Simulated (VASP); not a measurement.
Set up this calculation in VASP 6.6.1, as the native input.

- Task: single point
- Functional: PBE
- Potentials or basis: VASP PAW PBE potentials, release 64 (B)
- Cutoff: 520 eV
- k mesh: 14 × 14 × 14
- Occupations: gaussian, width 0.1 eV
- Spin: no spin polarisation
- Dipole correction: no
- Further INCAR settings: ALGO = Normal; EDIFF = 1e-07; NBANDS = 18

The structure of B lies in POSCAR:

```
B
1.0
    0.0000000000      2.0847194834      5.4761384266
    2.0840329015      0.0000000000      5.4761384266
    2.0840329015      2.0847194834      0.0000000000
B
6
Direct
    0.7500000000      0.7500000000      0.7500000000
    0.5000000000      0.5000000000      0.5000000000
    0.9074597123      0.9074597123      0.5925402877
    0.5925402877      0.5925402877      0.9074597123
    0.6574597123      0.6574597123      0.3425402877
    0.3425402877      0.3425402877      0.6574597123
```

The input as run:

INCAR

```
SYSTEM = B
PREC = Accurate ; ENCUT = 520
EDIFF = 1E-7 ; ISMEAR = 0
SIGMA = 0.1 ; LREAL = .False.
LASPH = .True. ; NELM = 80
ALGO = Normal ; ISIF = 2
LWAVE = .False. ; LCHARG = .True.
GGA = PE ; LELF = .True.
LVHAR = .True. ; NBANDS = 18
```

KPOINTS

```
regular mesh
0
Gamma
  14 14 14
  0 0 0
```

Potentials or basis: VASP PAW PBE potentials, release 64 (B).

Launch:

```sh
$ cat potpaw_PBE.64/B/POTCAR > POTCAR
$ mpirun -np 1 vasp_std > vasp.out
```

Results of the run:

The pressure is 0.0 GPa and the largest force is 0.006 eV/Å. The band gap on the k mesh is zero (band 9 reaches 7.67 eV, above the bottom of band 10 at 3.62 eV).

Run time: 6.8 min on 1 thread of Intel(R) Xeon(R) Platinum 8375C CPU @ 2.90GHz (Ice Lake) (shared host), peak memory 0.39 GiB.
